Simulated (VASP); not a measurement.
AlNi, 2 atoms in the cell. The structure is tetragonal, space group P4/mmm (No. 123). Conventional cell: a = 2.969 Å, b = 2.969 Å, c = 2.862 Å, α = 90.00°, β = 90.00°, γ = 90.00°. Al (site symmetry 4/mmm) has 8 Ni at 2.54 Å and 6 Al at 2.86 to 2.97 Å within 3.4 Å. Ni (site symmetry 4/mmm) has 8 Al at 2.54 Å and 6 Ni at 2.86 to 2.97 Å within 3.4 Å.  This cell differs from its parent crystal: strain +0.0375 x Voigt [1, 1, 0, 0, 0, 0].

- Program: VASP 6.6.1
- Task: single point
- Functional: PBEsol
- Potentials or basis: VASP PAW PBE potentials, release 64 (Al, Ni)
- Cutoff: 520 eV
- k mesh: 20 × 20 × 20
- Occupations: gaussian, width 0.15 eV
- Spin: no spin polarisation
- Dipole correction: no
- Further INCAR settings: ALGO = Fast; EDIFF = 1e-06; NBANDS = 14

Potentials or basis: VASP PAW PBE potentials, release 64 (Al, Ni).

The run is started by

```bash
$ cat potpaw_PBE.64/Al/POTCAR potpaw_PBE.64/Ni/POTCAR > POTCAR
$ mpirun -np 1 vasp_std > vasp.out
```

Hardware: 1 thread of Intel Xeon 6975P-C, with other jobs on the host.

Question: Estimate the wall time of this run.

Answer: Run time: 120 s on 1 thread of Intel Xeon 6975P-C, on a shared host, peak memory 0.37 GiB. Counts: scf iterations 15, k points 726.
